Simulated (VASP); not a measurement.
# BaSi3 (Pm-3m) in VASP: further runs

The runs below take BaSi3 through single point, with PBEsol, PBEsol+D3(BJ).

All numbers are computed with VASP 6.6.1; they aren't measurements. Logs are shortened: lines on timing, memory, paths and dates and some standing lists are left out, and cuts for length are marked.

## Step 1: The cell of the first run

Symmetry: Pm-3m, No. 221, cubic system. The conventional cell has a = 4.355 Å, b = 4.355 Å, c = 4.355 Å, α = 90.00°, β = 90.00°, γ = 90.00°. Ba (site symmetry m-3m) has 12 Si at 3.08 Å within 4.1 Å. Within 4.1 Å of Si (site symmetry 4/mmm) lie 4 Ba at 3.08 Å and 8 Si at 3.08 Å.

## Step 2: Single point, PBEsol (20.64 Å³/atom)

Contents of INCAR:

```
PREC = Accurate ; ENCUT = 520
EDIFF = 1E-6 ; ISMEAR = 0
SIGMA = 0.05 ; LREAL = False
LASPH = True ; NELM = 80
ALGO = Normal ; ISIF = 2
LWAVE = False ; LCHARG = False
GGA = PS ; NBANDS = 19
```

Contents of KPOINTS:

```
Automatic mesh
0
Gamma
  8 8 8
```

Contents of POSCAR:

```
BaSi3
1.0
    4.3546414057      0.0000000000      0.0000000000
    0.0000000000      4.3546414057      0.0000000000
    0.0000000000      0.0000000000      4.3546414057
Ba Si
1 3
Direct
    0.0000000000      0.0000000000      0.0000000000
    0.0000000000      0.5000000000      0.5000000000
    0.5000000000      0.5000000000      0.0000000000
    0.5000000000      0.0000000000      0.5000000000
```

Potentials or basis: VASP PAW PBE potentials, release 64 (Ba_sv, Si).

Started as:

```bash
cat potpaw_PBE.64/Ba_sv/POTCAR potpaw_PBE.64/Si/POTCAR > POTCAR
mpirun -np 1 vasp_std > vasp.out
```

OUTCAR:

```text
PREC = Accurate
   ENCUT = 520
   EDIFF = 1E-6
   ISMEAR = 0
   LREAL = False
   LASPH = True
   NELM = 80
   ISIF = 2
   GGA = PS

 ion  position               nearest neighbor table
   1  0.000  0.000  0.000-   2 3.08   3 3.08   4 3.08   2 3.08   4 3.08   2 3.08   3 3.08   2 3.08
                             3 3.08   4 3.08   4 3.08   3 3.08
   2  0.000  0.500  0.500-   1 3.08   3 3.08   4 3.08   1 3.08   3 3.08   1 3.08   4 3.08   1 3.08
                             3 3.08   4 3.08   3 3.08   4 3.08
   3  0.500  0.500  0.000-   1 3.08   2 3.08   4 3.08   2 3.08   4 3.08   1 3.08   4 3.08   4 3.08
                             1 3.08   2 3.08   2 3.08   1 3.08
   4  0.500  0.000  0.500-   1 3.08   2 3.08   3 3.08   1 3.08   3 3.08   2 3.08   3 3.08   3 3.08
                             1 3.08   2 3.08   1 3.08   2 3.08

  LATTYP: Found a simple cubic cell.
 ALAT       =     4.3546414057

  Lattice vectors:

 A1 = (   4.3546414057,   0.0000000000,   0.0000000000)
 A2 = (   0.0000000000,   4.3546414057,   0.0000000000)
 A3 = (   0.0000000000,   0.0000000000,   4.3546414057)

Analysis of symmetry for initial positions (statically):
=====================================================================
 Subroutine PRICEL returns:
 Original cell was already a primitive cell.

 Routine SETGRP: Setting up the symmetry group for a
 simple cubic supercell.

 Subroutine GETGRP returns: Found 48 space group operations
 (whereof 48 operations were pure point group operations)
 out of a pool of 48 trial point group operations.

The static configuration has the point symmetry O_h .

Analysis of symmetry for dynamics (positions and initial velocities):
=====================================================================
 Subroutine PRICEL returns:
 Original cell was already a primitive cell.

 Routine SETGRP: Setting up the symmetry group for a
 simple cubic supercell.

 Subroutine GETGRP returns: Found 48 space group operations
 (whereof 48 operations were pure point group operations)
 out of a pool of 48 trial point group operations.

The dynamic configuration has the point symmetry O_h .

 Subroutine INISYM returns: Found 48 space group operations
 (whereof 48 operations are pure point group operations),
 and found     1 'primitive' translations

----------------------------------------------------------------------------------------

                                     Primitive cell

  volume of cell :      82.5766

  direct lattice vectors                    reciprocal lattice vectors
     4.354641406  0.000000000  0.000000000     0.229640034  0.000000000  0.000000000
     0.000000000  4.354641406  0.000000000     0.000000000  0.229640034  0.000000000
     0.000000000  0.000000000  4.354641406     0.000000000  0.000000000  0.229640034

  length of vectors
     4.354641406  4.354641406  4.354641406     0.229640034  0.229640034  0.229640034

  position of ions in fractional coordinates (direct lattice)
     0.000000000  0.000000000  0.000000000
     0.000000000  0.500000000  0.500000000
     0.500000000  0.500000000  0.000000000
     0.500000000  0.000000000  0.500000000

  ion indices of the primitive-cell ions
   primitive index   ion index
                 1           1
                 2           2
                 3           3
                 4           4

----------------------------------------------------------------------------------------

 KPOINTS: Automatic mesh

Automatic generation of k-mesh.
 Grid dimensions read from file:
 generate k-points for:    8    8    8

 Generating k-lattice:

  Cartesian coordinates                     Fractional coordinates (reciprocal lattice)
     0.028705004  0.000000000  0.000000000     0.125000000  0.000000000  0.000000000
     0.000000000  0.028705004  0.000000000     0.000000000  0.125000000  0.000000000
     0.000000000  0.000000000  0.028705004     0.000000000  0.000000000  0.125000000

  Length of vectors
     0.028705004  0.028705004  0.028705004

  Shift w.r.t. Gamma in fractional coordinates (k-lattice)
     0.000000000  0.000000000  0.000000000

 Subroutine IBZKPT returns following result:
 ===========================================

 Found     35 irreducible k-points:

 Following reciprocal coordinates:
            Coordinates               Weight
  0.000000  0.000000  0.000000      1.000000
  0.125000  0.000000  0.000000      6.000000
  0.250000  0.000000  0.000000      6.000000
  0.375000  0.000000  0.000000      6.000000
  0.500000  0.000000  0.000000      3.000000
  0.125000  0.125000  0.000000     12.000000
[... 16 lines left out ...]
  0.375000  0.375000  0.125000     24.000000
  0.500000  0.375000  0.125000     24.000000
 [... further k-points ...]
   k-points           NKPTS =     35   k-points in BZ     NKDIM =     35   number of bands    NBANDS=     19
   number of dos      NEDOS =    301   number of ions     NIONS =      4
   total plane-waves  NPLWV =  32768
   dimension x,y,z NGX =    32 NGY =   32 NGZ =   32
   dimension x,y,z NGXF=    64 NGYF=   64 NGZF=   64
   ions per type =               1   3
   NGX,Y,Z   is equivalent  to a cutoff of  12.22, 12.22, 12.22 a.u.
   NGXF,Y,Z  is equivalent  to a cutoff of  24.43, 24.43, 24.43 a.u.
 SYSTEM =  unknown system
   PREC   = accura    normal or accurate (medium, high low for compatibility)
   ISTART =      0    job   : 0-new  1-cont  2-samecut
   ICHARG =      2    charge: 1-file 2-atom 10-const
   ISPIN  =      1    spin polarized calculation?
   LNONCOLLINEAR =      F non collinear calculations
   LSORBIT =      F    spin-orbit coupling
   LASPH  =      T    aspherical Exc in radial PAW
   ENCUT  =  520.0 eV  38.22 Ry    6.18 a.u.   8.10  8.10  8.10*2*pi/ulx,y,z
   NELM   =     80;   NELMIN=  2; NELMDL= -5     # of ELM steps
   EDIFF  = 0.1E-05   stopping-criterion for ELM
   LREAL  =      F    real-space projection
   EDIFFG = 0.1E-04   stopping-criterion for IOM
   NSW    =      0    number of steps for IOM
   IBRION =     -1    ionic relax: 0-MD 1-quasi-New 2-CG
   NFREE  =      0    steps in history (QN), initial steepest desc. (CG)
   ISIF   =      2    stress and relaxation
   ISYM   =      2    0-nonsym 1-usesym 2-fastsym
   POTIM  = 0.5000    time-step for ionic-motion
   TEBEG  =    0.0;   TEEND  =   0.0 temperature during run
   PSTRESS=    0.0 pullay stress
   NELECT =      22.0000    total number of electrons
   NUPDOWN=      -1.0000    fix difference up-down
   EMIN   =  10.00;   EMAX   =-10.00  energy-range for DOS
   EFERMI =   0.00;   METHOD = LEGACY
   ISMEAR =     0;   SIGMA  =   0.05  broadening in eV -4-tet -1-fermi 0-gaus
   EFERMI_NEDOS =   21; number of points for ismear=-14 and -15
   IALGO  =     38    algorithm
   IMIX   =      4    mixing-type and parameters
     AMIX     =   0.40;   BMIX     =  1.00
     AMIX_MAG =   1.60;   BMIX_MAG =  1.00
  volume/ion in A,a.u.               =      20.64       139.31
  Fermi-wavevector in a.u.,A,eV,Ry     =   1.053408  1.990653 15.097959  1.109669
  Thomas-Fermi vector in A             =   2.188529
   LORBIT       =      0    0 simple, 1 ext, 2 COOP (PROOUT), +10 PAW based schemes
   GGA     = PS    functional components
   LHFCALC =     F    Hartree Fock is set to
   AEXX    =    0.0000 exact exchange contribution
   IVDW    =     0    specifies the selected vdW correction
   LEPSILON=     F    determine dielectric tensor
   LRPA    =     F    only Hartree local field effects (RPA)
 non-spin polarized calculation
 Gauss-broadening in eV      SIGMA  =   0.05
  energy-cutoff  :      520.00
  volume of cell :       82.58
 maximum number of plane-waves:      2272
   NGX = 17   NGY = 17   NGZ = 17

 number of electron      22.0000001 magnetization

 Free energy of the ion-electron system (eV)
  ---------------------------------------------------
  ext. energy  EPLUGINS =         0.00000000
  ---------------------------------------------------
  free energy    TOTEN  =       -18.14175080 eV

  energy without entropy =      -18.13930343  energy(sigma->0) =      -18.14052712

 E-fermi :   6.0683     XC(G=0): -10.4416

 val. band max:        6.0672747256   @ k =   0.3750   0.1250   0.0000
 cond. band min:       6.1122601388   @ k =   0.5000   0.1250   0.0000
 fundamental gap:      0.0449854132
 Fermi energy:         6.0683429226

 k-point     1 :       0.0000    0.0000    0.0000
  band No.  band energies     occupation
      1     -20.3894      2.00000
      2      -5.9693      2.00000
      3      -5.9693      2.00000
      4      -5.9693      2.00000
      5      -4.1867      2.00000
      6       0.8659      2.00000
[... 11 lines left out ...]
     18       9.4672      0.00000
     19       9.4672      0.00000

 k-point     2 :       0.1250    0.0000    0.0000
  band No.  band energies     occupation
      1     -20.3837      2.00000
      2      -6.2193      2.00000
      3      -5.9532      2.00000
      4      -5.9532      2.00000
      5      -3.8811      2.00000
      6       0.6911      2.00000
[... 11 lines left out ...]
     18       9.8727      0.00000
     19      10.6459      0.00000

 k-point     3 :       0.2500    0.0000    0.0000
  band No.  band energies     occupation
      1     -20.3698      2.00000
      2      -6.6596      2.00000
      3      -5.9136      2.00000
      4      -5.9136      2.00000
      5      -3.2390      2.00000
      6       0.1264      2.00000
[... 11 lines left out ...]
     18      10.4515      0.00000
     19      11.7156      0.00000

 k-point     4 :       0.3750    0.0000    0.0000
  band No.  band energies     occupation
      1     -20.3558      2.00000
      2      -6.9955      2.00000
      3      -5.8729      2.00000
      4      -5.8729      2.00000
      5      -2.4801      2.00000
      6      -0.6951      2.00000
[... 407 lines left out ...]
     18      12.6347      0.00000
     19      13.0354      0.00000

 k-point    23 :       0.3750    0.3750    0.1250
  band No.  band energies     occupation
      1     -20.3202      2.00000
      2      -6.7020      2.00000
      3      -6.5979      2.00000
      4      -5.9095      2.00000
      5      -1.8739      2.00000
      6      -0.3562      2.00000
[... 11 lines left out ...]
     18      12.3777      0.00000
     19      13.2505      0.00000

 k-point    24 :       0.5000    0.3750    0.1250
  band No.  band energies     occupation
      1     -20.3150      2.00000
      2      -6.7573      2.00000
      3      -6.5922      2.00000
      4      -5.8894      2.00000
      5      -1.8973      2.00000
      6      -0.3122      2.00000
[... 11 lines left out ...]
     18      12.4706      0.00000
     19      13.0728      0.00000

 [... further k-points ...]

------------------------ aborting loop because EDIFF is reached ----------------------------------------

  FORCE on cell =-STRESS in cart. coord.  units (eV):
  Direction    XX          YY          ZZ          XY          YZ          ZX
  --------------------------------------------------------------------------------------
  -------------------------------------------------------------------------------------
  Total        1.9915294      1.9915294      1.9915294     -0.0000000      0.0000000      0.0000000
  in kB       38.6402663     38.6402663     38.6402663     -0.0000000      0.0000000      0.0000000
  external PRESSURE =      38.6402663 kB  Pullay stress =       0.0000000 kB

 VOLUME and BASIS-vectors are now :
 -----------------------------------------------------------------------------
  energy-cutoff  :      520.00
  volume of cell :       82.58
      direct lattice vectors                 reciprocal lattice vectors
     4.354641406  0.000000000  0.000000000     0.229640034  0.000000000  0.000000000
     0.000000000  4.354641406  0.000000000     0.000000000  0.229640034  0.000000000
     0.000000000  0.000000000  4.354641406     0.000000000  0.000000000  0.229640034

 POSITION                                       TOTAL-FORCE (eV/Angst)
 -----------------------------------------------------------------------------------
      0.00000      0.00000      0.00000         0.000000      0.000000      0.000000
      0.00000      2.17732      2.17732         0.000000      0.000000      0.000000
      2.17732      2.17732      0.00000         0.000000      0.000000      0.000000
      2.17732      0.00000      2.17732         0.000000      0.000000      0.000000
 -----------------------------------------------------------------------------------
    total drift:                               -0.000000      0.000000     -0.000000

  FREE ENERGIE OF THE ION-ELECTRON SYSTEM (eV)
  ---------------------------------------------------
  free  energy   TOTEN  =       -18.1417508029 eV

  energy  without entropy=      -18.1393034350  energy(sigma->0) =      -18.14052712
```

It took 22 s on 1 thread of Intel Xeon Platinum 8488C (Sapphire Rapids), shared host; peak memory 0.2 GiB.

What came out:

| Quantity | Value |
| --- | --- |
| Free energy | -18.1418 eV |
| Pressure | 3.9 GPa |
| Band gap on the k mesh | zero (bands 11 and 12 overlap by 2.10 eV) |

Levels at points of the mesh, in eV from the Fermi level:
```csv
k point,band 7,band 8,band 9,band 10,band 11,band 12,band 13,band 14,band 15,band 16
"(0.00, 0.00, 0.00)",-5.20,-1.94,-1.94,-1.94,1.77,1.77,1.77,2.68,2.68,2.68
"(0.50, 0.00, 0.00)",-4.21,-2.71,-2.71,-2.00,0.59,0.59,1.07,1.48,3.38,3.38
"(0.50, 0.50, 0.00)",-5.92,-3.86,-1.38,-1.38,-0.59,-0.33,1.48,1.48,3.85,4.79
"(0.50, 0.50, 0.50)",-7.22,-4.94,-1.24,-1.24,-1.24,4.58,5.36,5.36,5.36,5.83
```

Caveat: the cell stands under pressure; the PAW data sets were made with another functional, which shifts forces and pressure a little; spin-orbit coupling is left out, which moves the levels of the heavy elements.

## Step 3: Single point, PBEsol (21.07 Å³/atom)

This run uses another cell than the first one, of 21.07 Å³/atom.

INCAR is that of step 2.

KPOINTS is that of step 2.

Contents of POSCAR:

```
BaSi3
1.0
    4.3846743644      0.0000000000      0.0000000000
    0.0000000000      4.3846743644      0.0000000000
    0.0000000000      0.0000000000      4.3846743644
Ba Si
1 3
Direct
    0.0000000000      0.0000000000      0.0000000000
    0.0000000000      0.5000000000      0.5000000000
    0.5000000000      0.5000000000      0.0000000000
    0.5000000000      0.0000000000      0.5000000000
```

Potentials or basis: VASP PAW PBE potentials, release 64 (Ba_sv, Si).

Started as:

```bash
cat potpaw_PBE.64/Ba_sv/POTCAR potpaw_PBE.64/Si/POTCAR > POTCAR
mpirun -np 1 vasp_std > vasp.out
```

Run time: 33 s. Hardware: 1 thread of Intel Xeon Platinum 8488C (Sapphire Rapids), shared host; peak memory 0.22 GiB.

It converged, with:

* Free energy: -18.1751 eV
* Pressure: 2.4 GPa
* Band gap on the k mesh: zero (bands 11 and 12 overlap by 2.06 eV)

Levels at points of the mesh, in eV from the Fermi level:
| k point | band 7 | band 8 | band 9 | band 10 | band 11 | band 12 | band 13 | band 14 | band 15 | band 16 |
| --- | --- | --- | --- | --- | --- | --- | --- | --- | --- | --- |
| (0.00, 0.00, 0.00) | -5.18 | -1.92 | -1.92 | -1.92 | 1.75 | 1.75 | 1.75 | 2.71 | 2.71 | 2.71 |
| (0.50, 0.00, 0.00) | -4.25 | -2.63 | -2.63 | -1.92 | 0.57 | 0.57 | 1.06 | 1.40 | 3.34 | 3.34 |
| (0.50, 0.50, 0.00) | -5.94 | -3.79 | -1.32 | -1.32 | -0.59 | -0.28 | 1.44 | 1.44 | 3.79 | 4.75 |
| (0.50, 0.50, 0.50) | -7.16 | -4.82 | -1.28 | -1.28 | -1.28 | 4.50 | 5.26 | 5.26 | 5.26 | 5.78 |

Caveat: the PAW data sets were made with another functional, which shifts forces and pressure a little; spin-orbit coupling is left out, which moves the levels of the heavy elements.

## Step 4: Single point, PBEsol (21.50 Å³/atom)

This run uses another cell than the first one, of 21.50 Å³/atom.

Contents of INCAR:

```
SYSTEM = BaSi3
ALGO = Normal
EDIFF = 1E-6
ENCUT = 520
GGA = PS
ISIF = 2
ISMEAR = 0
LASPH = .True.
LCHARG = .False.
LREAL = .False.
LWAVE = .False.
NBANDS = 19
NELM = 80
PREC = Accurate
SIGMA = 0.05
```

Contents of KPOINTS:

```
k-points
0
Gamma
  8 8 8
  0 0 0
```

Contents of POSCAR:

```
BaSi3
1.0
    4.4143014413      0.0000000000      0.0000000000
    0.0000000000      4.4143014413      0.0000000000
    0.0000000000      0.0000000000      4.4143014413
Ba Si
1 3
Direct
    0.0000000000      0.0000000000      0.0000000000
    0.0000000000      0.5000000000      0.5000000000
    0.5000000000      0.5000000000      0.0000000000
    0.5000000000      0.0000000000      0.5000000000
```

Started as:

```bash
cat potpaw_PBE.64/Ba_sv/POTCAR potpaw_PBE.64/Si/POTCAR > POTCAR
mpirun -np 1 vasp_std > vasp.out
```

Wall time 35 s (1 thread of Intel Xeon Platinum 8488C (Sapphire Rapids), shared host); peak memory 0.23 GiB.

Results (log left out):

```
Free energy            : -18.1934 eV
Pressure               : 1.0 GPa
Band gap on the k mesh : zero (bands 11 and 12 overlap by 2.04 eV)
```

Levels at points of the mesh, in eV from the Fermi level:
```
           k point  band 7  band 8  band 9  band 10  band 11  band 12  band 13  band 14  band 15  band 16
(0.00, 0.00, 0.00)   -5.17   -1.89   -1.89    -1.89     1.74     1.74     1.74     2.74     2.74     2.74
(0.50, 0.00, 0.00)   -4.29   -2.55   -2.55    -1.84     0.56     0.56     1.04     1.32     3.30     3.30
(0.50, 0.50, 0.00)   -5.97   -3.72   -1.27    -1.27    -0.60    -0.24     1.39     1.39     3.74     4.72
(0.50, 0.50, 0.50)   -7.10   -4.71   -1.31    -1.31    -1.31     4.43     5.16     5.16     5.16     5.66
```

Caveat: the PAW data sets were made with another functional, which shifts forces and pressure a little; spin-orbit coupling is left out, which moves the levels of the heavy elements.

## Step 5: Single point, PBEsol+D3(BJ)

This run uses another cell than the first one, of 21.50 Å³/atom.

Contents of INCAR:

```
SYSTEM = BaSi3
PREC = Accurate
ENCUT = 520
EDIFF = 1E-6
ISMEAR = 0
SIGMA = 0.05
LREAL = .False.
LASPH = .True.
NELM = 100
ALGO = Normal
ISIF = 2
LWAVE = .False.
LCHARG = .False.
GGA = PS
IVDW = 12
NBANDS = 19
```

Contents of KPOINTS:

```
Automatic mesh
0
Gamma
  8 8 8
  0 0 0
```

POSCAR is that of step 4.

Started as:

```bash
cat potpaw_PBE.64/Ba_sv/POTCAR potpaw_PBE.64/Si/POTCAR > POTCAR
mpirun -np 1 vasp_std > vasp.out
```

It took 37 s on 1 thread of Intel Xeon Platinum 8488C (Sapphire Rapids), shared host; peak memory 0.23 GiB.

The run converged. Its results:

* Free energy: -19.6235 eV
* Pressure: -1.7 GPa
* Band gap on the k mesh: zero (bands 11 and 12 overlap by 2.04 eV)
* Dispersion energy per atom: -0.358 eV

Levels at points of the mesh, in eV from the Fermi level:
| k point | band 8 | band 9 | band 10 | band 11 | band 12 | band 13 | band 14 | band 15 |
| --- | --- | --- | --- | --- | --- | --- | --- | --- |
| (0.00, 0.00, 0.00) | -1.89 | -1.89 | -1.89 | 1.74 | 1.74 | 1.74 | 2.74 | 2.74 |
| (0.50, 0.00, 0.00) | -2.55 | -2.55 | -1.84 | 0.56 | 0.56 | 1.04 | 1.32 | 3.30 |
| (0.50, 0.50, 0.00) | -3.72 | -1.27 | -1.27 | -0.60 | -0.24 | 1.39 | 1.39 | 3.74 |
| (0.50, 0.50, 0.50) | -4.71 | -1.31 | -1.31 | -1.31 | 4.43 | 5.16 | 5.16 | 5.16 |

Caveat: the PAW data sets were made with another functional, which shifts forces and pressure a little; spin-orbit coupling is left out, which moves the levels of the heavy elements.

## Step 6: Overview

```tsv
level	cell	gap on the mesh (eV)	pressure (GPa)
PBEsol	a = 4.355 Å, 4 atoms	none	3.9
PBEsol	a = 4.385 Å, 4 atoms	none	2.4
PBEsol	a = 4.414 Å, 4 atoms	none	1.0
PBEsol+D3(BJ)	a = 4.414 Å, 4 atoms	none	-1.7
```

Alike in all rows: task single point; potentials or basis VASP PAW PBE potentials, release 64 (Ba_sv, Si); no spin polarisation; k mesh 8 × 8 × 8; cutoff (eV) 520; smearing gaussian 0.05 eV.

Caveats: the PAW data sets were made with another functional, which shifts forces and pressure a little; spin-orbit coupling is left out, which moves the levels of the heavy elements; the cell stands under pressure (at least some runs).

Total energies depend on the potentials used, so only differences within one code and one set of settings carry meaning.

The gap in the log of VASP goes by the Fermi energy; the results here count the filled bands.